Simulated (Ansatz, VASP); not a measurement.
**Nb2Si: VASP beside Ansatz**

```xyz
6
Lattice="0.0000 3.7878 3.7878 3.7878 0.0000 3.7878 3.7878 3.7878 0.0000" Properties=species:S:1:pos:R:3 pbc="T T T"
Nb    0.9470    0.9470    0.9470
Nb    0.9470    2.8409    2.8409
Nb    2.8409    2.8409    0.9470
Nb    2.8409    0.9470    2.8409
Si    3.7878    3.7878    3.7878
Si    5.6817    5.6817    5.6817
```

Alike in both runs: functional PBE; k mesh 8 × 8 × 8; occupations gaussian, width 0.1 eV; no spin polarisation.

Ansatz relaxed the structure, and its values are those at the end. VASP's run is a single point on that final structure, the one shown.

|  | VASP | Ansatz |
| --- | --- | --- |
| version | VASP 6.6.1 | Ansatz 0.2.0 |
| potentials or method | VASP PAW PBE potentials, release 64 (Nb_sv, Si), cutoff 520 eV | scalar-relativistic, plane waves, PAW |
| valence electrons in the cell | 60 | 60 |

VASP gave:

- gap on the k mesh at the Fermi level (eV): none
- pressure (GPa): -0.2

Q: Estimate Ansatz's values.

A: gap on the k mesh at the Fermi level (eV): none; pressure (GPa): 0.0.

A gap of «none» marks a metal or a gap that the smearing closes. The functional is the same, so the differences come from potentials, cutoffs and numerics.
